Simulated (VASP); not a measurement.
Write the native input for VASP 6.6.1 that does the following.

```
Task                   : single point
Functional             : PBE
Potentials or basis    : VASP PAW PBE potentials, release 64 (Hf_pv)
Cutoff                 : 520 eV
k mesh                 : 12 × 12 × 7
Occupations            : fermi-dirac, width 0.1 eV
Spin                   : no spin polarisation
Dipole correction      : no
Further INCAR settings : ALGO = Normal; EDIFF = 1e-06; NBANDS = 17
```

The structure of Hf lies in POSCAR:

```
Hf
1.0
    3.2045059552      0.0000000000      0.0000000000
   -1.6022529776      2.7751835638      0.0000000000
    0.0000000000      0.0000000000      5.0738215932
Hf
2
Direct
    0.3333333333      0.6666666667      0.2500000000
    0.6666666667      0.3333333333      0.7500000000
```

One way to write it, as run:

INCAR

```
PREC = Accurate
ENCUT = 520
EDIFF = 1E-6
ISMEAR = -1
SIGMA = 0.1
LREAL = F
LASPH = T
NELM = 100
ALGO = Normal
ISIF = 2
LWAVE = F
LCHARG = F
GGA = PE
NBANDS = 17
```

KPOINTS

```
Automatic mesh
0
Gamma
  12 12 7
```

Potentials or basis: VASP PAW PBE potentials, release 64 (Hf_pv).

Command:

```sh
$ cat potpaw_PBE.64/Hf_pv/POTCAR > POTCAR
$ mpirun -np 1 vasp_std > vasp.out
```

Results of the run:

| Item | Value |
| --- | --- |
| Pressure | -0.5 GPa |
| Band gap on the k mesh | zero (band 10 reaches 6.04 eV, above the bottom of band 11 at 4.53 eV) |

Caveat: spin-orbit coupling is left out, which moves the levels of the heavy elements.

Wall time 62 s on 1 thread of Intel Xeon 8259CL, on a shared host, peak memory 0.19 GiB.
